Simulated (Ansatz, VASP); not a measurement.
Zn in VASP and in Ansatz

```xyz
1
Lattice="-1.4697 1.4697 1.4697 1.4697 -1.4697 1.4697 1.4697 1.4697 -1.4697" Properties=species:S:1:pos:R:3 pbc="T T T"
Zn    0.0000    0.0000    0.0000
```

Alike in both runs: task single point; functional r2SCAN; k mesh 16 × 16 × 16; occupations fermi-dirac, width 0.1 eV; no spin polarisation.

|  | VASP | Ansatz |
| --- | --- | --- |
| version | VASP 6.6.1 | Ansatz 0.2.0 |
| potentials or method | VASP PAW PBE potentials, release 64 (Zn), cutoff 520 eV | plane waves (500 eV) with PAW, scalar-relativistic |
| valence electrons in the cell | 12 | 12 |

```csv
,VASP,Ansatz,Ansatz less VASP
pressure (GPa),15.8,15.1,-0.68
```

VASP's potentials were made for PBE, not for r2SCAN. With one functional, cell and mesh, what is left measures potentials, basis and numerics.
